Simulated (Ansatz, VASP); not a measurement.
ZnO in VASP and in Ansatz

```
Zn O
1.0
    -1.65251    1.65251    5.66477
     1.65251   -1.65251    5.66477
     1.65251    1.65251   -5.66477
Zn O
2 2
Direct
  0.83381 0.83381 0.00000
  0.58381 0.08381 0.50000
  0.66619 0.66619 0.00000
  0.41619 0.91619 0.50000
```

Alike in both runs: functional PBE; k mesh 8 × 8 × 8; occupations gaussian, width 0.1 eV; no spin polarisation.

Ansatz relaxed the structure, and its values are those at the end. VASP's run is a single point on that final structure, the one shown.

|  | VASP | Ansatz |
| --- | --- | --- |
| version | VASP 6.6.1 | Ansatz 0.2.0 |
| potentials or method | VASP PAW PBE potentials, release 64 (Zn, O), cutoff 520 eV | scalar-relativistic, plane waves, PAW |
| valence electrons in the cell | 36 | 36 |

Ansatz gave:

* gap on the k mesh at the Fermi level (eV): 0.59
* least direct gap on the mesh (eV): 0.59
* pressure (GPa): 0.0

Task: Which values does VASP return?

Result: gap on the k mesh at the Fermi level (eV): 0.59; least direct gap on the mesh (eV): 0.59; pressure (GPa): 0.8.
